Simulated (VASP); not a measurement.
The system is SnO2.

```
Sn O
1.0
     4.73800    0.00000    0.00000
     0.00000    4.73800    0.00000
     0.00000    0.00000    3.18650
Sn O
2 4
Direct
  0.00000 0.00000 0.00000
  0.50000 0.50000 0.50000
  0.30710 0.30710 0.00000
  0.19290 0.80710 0.50000
  0.69290 0.69290 0.00000
  0.80710 0.19290 0.50000
```

| Quantity | Value |
| --- | --- |
| Program | VASP 6.6.1 |
| Task | relaxation of cell and atoms |
| Functional | PBE |
| Potentials or basis | VASP PAW PBE potentials, release 64 (Sn_d, O) |
| Cutoff | 600 eV |
| k mesh | 6 × 6 × 9 |
| Occupations | gaussian, width 0.01 eV |
| Spin | no spin polarisation |

At the start: pressure 11.6 GPa; volume 11.92 Å³/atom.

Question: How do energy, volume and symmetry change on relaxing?

Answer: Over 10 steps the energy falls by 23.7 meV/atom and the volume is 12.61 Å³/atom (+5.8 %); space group P4_2/mnm (No. 136, to 0.1 Å) before and after.

The path:
```
step  energy change (eV)  largest force (eV/Å)  pressure (GPa)  volume (Å³)
   1              0.0000                0.2935           11.60        71.53
   2              0.0634                0.3610          -10.55        80.85
   3             -0.1403                0.0639            0.00        75.51
   4             -0.1403                0.0581            0.20        75.43
   5             -0.1420                0.0040            0.09        75.57
   6             -0.1421                0.0185            0.04        75.63
   7             -0.1422                0.0021           -0.05        75.67
   8             -0.1422                0.0013           -0.05        75.67
   9             -0.1422                0.0009            0.04        75.64
  10             -0.1422                0.0001            0.01        75.65
```

Final structure:
```yaml
crystal:
  lattice:
    - [4.83042, 0.00000, 0.00000]
    - [0.00000, 4.83042, 0.00000]
    - [0.00000, 0.00000, 3.24215]
  atoms:
    - { symbol: Sn, position: [0.00000, 0.00000, 0.00000] }
    - { symbol: Sn, position: [0.50000, 0.50000, 0.50000] }
    - { symbol: O, position: [0.30653, 0.30653, 0.00000] }
    - { symbol: O, position: [0.19347, 0.80653, 0.50000] }
    - { symbol: O, position: [0.69347, 0.69347, 0.00000] }
    - { symbol: O, position: [0.80653, 0.19347, 0.50000] }
```
